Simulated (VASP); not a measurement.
# W (Im-3m) in VASP: further runs, part 2 of 2

VASP 6.6.1. The steps go on from the part before.

## (4) Relaxation of cell and atoms, revPBE, target pressure 10 GPa, at which the enthalpy is minimised

File INCAR:

```
SYSTEM = W
  PREC = Accurate
  ENCUT = 500
  EDIFF = 1E-7
  ISMEAR = -1
  SIGMA = 0.05
  LREAL = .FALSE.
  LASPH = .TRUE.
  NELM = 120
  ALGO = Normal
  ISIF = 3
  LWAVE = .FALSE.
  LCHARG = .FALSE.
  GGA = RE
  IBRION = 2
  NSW = 80
  EDIFFG = -0.03
  PSTRESS = 100.0
  GGA_COMPAT = .FALSE.
  NELMIN = 4
```

File KPOINTS:

```
Automatic mesh
0
G
  10 10 10
  0 0 0
```

File POSCAR:

```
W
1.0
   -1.5800000000      1.5800000000      1.5800000000
    1.5800000000     -1.5800000000      1.5800000000
    1.5800000000      1.5800000000     -1.5800000000
W
1
Direct
    0.0000000000      0.0000000000      0.0000000000
```

Potentials or basis: VASP PAW PBE potentials, release 64 (W_sv).

On the command line:

```bash
$ cat potpaw_PBE.64/W_sv/POTCAR > POTCAR
$ mpirun -np 1 vasp_std > vasp.out
```

OUTCAR:

```text
SYSTEM = W
   PREC = Accurate
   ENCUT = 500
   EDIFF = 1E-7
   ISMEAR = -1
   LREAL = .FALSE.
   LASPH = .TRUE.
   NELM = 120
   ISIF = 3
   GGA = RE
   IBRION = 2
   NSW = 80
   EDIFFG = -0.03
   PSTRESS = 100.0
   NELMIN = 4

 ion  position               nearest neighbor table
   1  0.000  0.000  0.000-

  LATTYP: Found a body centered cubic cell.
 ALAT       =     3.1600000000

  Lattice vectors:

 A1 = (  -1.5800000000,   1.5800000000,   1.5800000000)
 A2 = (   1.5800000000,  -1.5800000000,   1.5800000000)
 A3 = (   1.5800000000,   1.5800000000,  -1.5800000000)

Analysis of symmetry for initial positions (statically):
=====================================================================
 Subroutine PRICEL returns:
 Original cell was already a primitive cell.

 Routine SETGRP: Setting up the symmetry group for a
 body centered cubic supercell.

 Subroutine GETGRP returns: Found 48 space group operations
 (whereof 48 operations were pure point group operations)
 out of a pool of 48 trial point group operations.

The static configuration has the point symmetry O_h .

Analysis of symmetry for dynamics (positions and initial velocities):
=====================================================================
 Subroutine PRICEL returns:
 Original cell was already a primitive cell.

 Routine SETGRP: Setting up the symmetry group for a
 body centered cubic supercell.

 Subroutine GETGRP returns: Found 48 space group operations
 (whereof 48 operations were pure point group operations)
 out of a pool of 48 trial point group operations.

The dynamic configuration has the point symmetry O_h .

 Subroutine INISYM returns: Found 48 space group operations
 (whereof 48 operations are pure point group operations),
 and found     1 'primitive' translations

[... 124 lines left out ...]
 non-spin polarized calculation
  energy-cutoff  :      500.00
  volume of cell :       15.78
 maximum number of plane-waves:       418
   NGX =  9   NGY =  9   NGZ =  9

--------------------------------------- Ionic step        1  -------------------------------------------

 number of electron      14.0000004 magnetization

 Free energy of the ion-electron system (eV)
  ---------------------------------------------------
  ext. energy  EPLUGINS =         0.00000000
  ---------------------------------------------------
  free energy    TOTEN  =       -12.49205060 eV

  energy without entropy =      -12.48772823  energy(sigma->0) =      -12.48988941

------------------------ aborting loop because EDIFF is reached ----------------------------------------

  FORCE on cell =-STRESS in cart. coord.  units (eV):
  Direction    XX          YY          ZZ          XY          YZ          ZX
  --------------------------------------------------------------------------------------
  -------------------------------------------------------------------------------------
  Total        1.0494576      1.0494576      1.0494576      0.0000000      0.0000000      0.0000000
  in kB      106.5722732    106.5722732    106.5722732      0.0000000      0.0000000      0.0000000
  external PRESSURE =       6.5722732 kB  Pullay stress =     100.0000000 kB
[... 61 lines left out ...]
--------------------------------------- Ionic step        3  -------------------------------------------

 number of electron      14.0000004 magnetization

 Free energy of the ion-electron system (eV)
  ---------------------------------------------------
  ext. energy  EPLUGINS =         0.00000000
  ---------------------------------------------------
  free energy    TOTEN  =       -12.49396873 eV

  energy without entropy =      -12.48962647  energy(sigma->0) =      -12.49179760

 E-fermi :  11.6920     XC(G=0): -13.6220

 val. band max:       11.6050597316   @ k =   0.5000   0.5000   0.2000
 cond. band min:      11.7673719638   @ k =   0.1000   0.1000   0.0000
 fundamental gap:      0.1623122322
 Fermi energy:        11.6920114734

 k-point     1 :       0.0000    0.0000    0.0000
  band No.  band energies     occupation
      1     -62.6695      2.00000
      2     -26.2238      2.00000
      3     -26.2238      2.00000
      4     -26.2238      2.00000
      5       1.8917      2.00000
      6      10.3079      2.00000
      7      10.3079      2.00000
      8      10.3079      2.00000
      9      13.8220      0.00000
     10      13.8220      0.00000
     11      26.0478      0.00000
[... 309 lines left out ...]
 k-point    24 :      -0.3000    0.3000    0.1000
  band No.  band energies     occupation
      1     -62.5703      2.00000
      2     -27.0769      2.00000
      3     -26.5494      2.00000
      4     -26.3271      2.00000
      5       5.3088      2.00000
      6       9.0967      2.00000
      7       9.4563      2.00000
      8      12.3614      0.00000
      9      14.0170      0.00000
     10      14.8304      0.00000
     11      25.3018      0.00000

 [... further k-points ...]

------------------------ aborting loop because EDIFF is reached ----------------------------------------

  FORCE on cell =-STRESS in cart. coord.  units (eV):
  Direction    XX          YY          ZZ          XY          YZ          ZX
  --------------------------------------------------------------------------------------
  -------------------------------------------------------------------------------------
  Total        0.9876318      0.9876318      0.9876318     -0.0000000      0.0000000      0.0000000
  in kB      100.1049081    100.1049081    100.1049081     -0.0000000      0.0000000      0.0000000
  external PRESSURE =       0.1049081 kB  Pullay stress =     100.0000000 kB
[... 20 lines left out ...]
  energy  without entropy=      -12.4896264731  energy(sigma->0) =      -12.49179760

  enthalpy is  TOTEN    =       -11.5073719623 eV   P V=        0.9865967657

 reached required accuracy - stopping structural energy minimisation
```

It took 8.9 s on 1 thread of AMD EPYC 9R45 (Zen 5), shared host; peak memory 0.1 GiB.

What came out:

* Free energy: -12.4940 eV
* Relaxed volume: 15.81 Å³/atom
* Relaxed cell: a = 2.738 Å, b = 2.738 Å, c = 2.738 Å, α = 109.47°, β = 109.47°, γ = 109.47°
* Space group after relaxing (to 0.1 Å): Im-3m (No. 229)
* Energy change on relaxing (the run minimises the enthalpy): -1.9 meV/atom
* Ionic steps: 3
* Pressure after relaxing: 10.0 GPa
* Band gap on the k mesh: zero (bands 7 and 8 overlap by 6.41 eV)

The path:
| step | energy change (eV) | largest force (eV/Å) | pressure (GPa) | volume (Å³) |
| --- | --- | --- | --- | --- |
| 1 | 0.0000 | 0.0000 | 10.66 | 15.78 |
| 2 | -0.0084 | 0.0000 | 7.49 | 15.93 |
| 3 | -0.0019 | 0.0000 | 10.01 | 15.81 |

Final structure:
```yaml
crystal:
  lattice:
    - [-1.58099, 1.58099, 1.58099]
    - [1.58099, -1.58099, 1.58099]
    - [1.58099, 1.58099, -1.58099]
  atoms:
    - { symbol: W, position: [0.00000, 0.00000, 0.00000] }
```

Levels at points of the mesh, in eV from the Fermi level:
```
           k point  band 3  band 4  band 5  band 6  band 7  band 8  band 9  band 10  band 11
(0.00, 0.00, 0.00)  -37.92  -37.92   -9.80   -1.38   -1.38   -1.38    2.13     2.13    14.36
(0.50, 0.00, 0.00)  -38.34  -37.92   -6.44   -3.73    0.52    2.02    3.01     6.02    10.99
(0.50, 0.50, 0.50)  -38.82  -38.82   -6.00   -6.00    5.03    5.03    5.03     8.11     8.11
```

Caveat: the cell is relaxed towards a set pressure, so the run minimises the enthalpy, not the energy; the PAW data sets were made with another functional, which shifts forces and pressure a little; spin-orbit coupling is left out, which moves the levels of the heavy elements.

## (5) Relaxation of cell and atoms, revPBE, target pressure 20 GPa, at which the enthalpy is minimised

File INCAR:

```
SYSTEM = W
PREC = Accurate ; ENCUT = 500
EDIFF = 1E-7 ; ISMEAR = -1
SIGMA = 0.05 ; LREAL = .False.
LASPH = .True. ; NELM = 120
ALGO = Normal ; ISIF = 3
LWAVE = .False. ; LCHARG = .False.
GGA = RE ; IBRION = 2
NSW = 80 ; EDIFFG = -0.03
PSTRESS = 200.0 ; GGA_COMPAT = .False.
NELMIN = 4
```

File KPOINTS:

```
Automatic mesh
0
Gamma
  10 10 10
  0 0 0
```

POSCAR is that of step 4.

On the command line:

```bash
$ cat potpaw_PBE.64/W_sv/POTCAR > POTCAR
$ mpirun -np 1 vasp_std > vasp.out
```

It took 12 s on 1 thread of AMD EPYC 9R45 (Zen 5), shared host; peak memory 0.1 GiB.

Results (log left out):

```
Free energy                                                : -12.4545 eV
Relaxed volume                                             : 15.38 Å³/atom
Relaxed cell                                               : a = 2.714 Å, b = 2.714 Å, c = 2.714 Å, α = 109.47°, β = 109.47°, γ = 109.47°
Space group after relaxing (to 0.1 Å)                      : Im-3m (No. 229)
Energy change on relaxing (the run minimises the enthalpy) : +37.6 meV/atom
Ionic steps                                                : 4
Pressure after relaxing                                    : 19.9 GPa
Band gap on the k mesh                                     : zero (bands 7 and 8 overlap by 6.66 eV)
```

Step by step:
| step | energy change (eV) | largest force (eV/Å) | pressure (GPa) | volume (Å³) |
| --- | --- | --- | --- | --- |
| 1 | 0.0000 | 0.0000 | 10.66 | 15.78 |
| 2 | 0.4816 | 0.0000 | 72.96 | 13.77 |
| 3 | 0.0353 | 0.0000 | 19.48 | 15.40 |
| 4 | 0.0376 | 0.0000 | 19.93 | 15.38 |

Final structure:
```yaml
crystal:
  lattice:
    - [-1.56665, 1.56665, 1.56665]
    - [1.56665, -1.56665, 1.56665]
    - [1.56665, 1.56665, -1.56665]
  atoms:
    - { symbol: W, position: [0.00000, 0.00000, 0.00000] }
```

Levels at points of the mesh, in eV from the Fermi level:
| k point | band 5 | band 6 | band 7 | band 8 | band 9 | band 10 |
| --- | --- | --- | --- | --- | --- | --- |
| (0.00, 0.00, 0.00) | -9.95 | -1.43 | -1.43 | -1.43 | 2.20 | 2.20 |
| (0.50, 0.00, 0.00) | -6.62 | -3.87 | 0.62 | 2.11 | 3.13 | 6.27 |
| (0.50, 0.50, 0.50) | -6.22 | -6.22 | 5.23 | 5.23 | 5.23 | 8.34 |

Caveat: the cell is relaxed towards a set pressure, so the run minimises the enthalpy, not the energy; the PAW data sets were made with another functional, which shifts forces and pressure a little; spin-orbit coupling is left out, which moves the levels of the heavy elements.

## (6) Summary

| cell | gap on the mesh (eV) | pressure (GPa) |
| --- | --- | --- |
| relaxed | none | 0.0 |
| relaxed to 5 GPa | none | 4.9 |
| relaxed to 10 GPa | none | 10.0 |
| relaxed to 20 GPa | none | 19.9 |

Alike in all rows: task relaxation of cell and atoms; level revPBE; potentials or basis VASP PAW PBE potentials, release 64 (W_sv); no spin polarisation; k mesh 10 × 10 × 10; cutoff (eV) 500; smearing fermi-dirac 0.05 eV.

Caveats: the PAW data sets were made with another functional, which shifts forces and pressure a little; spin-orbit coupling is left out, which moves the levels of the heavy elements; the cell is relaxed towards a set pressure, so the run minimises the enthalpy, not the energy (at least some runs).

Absolute energies hang on the potentials; compare differences alone.
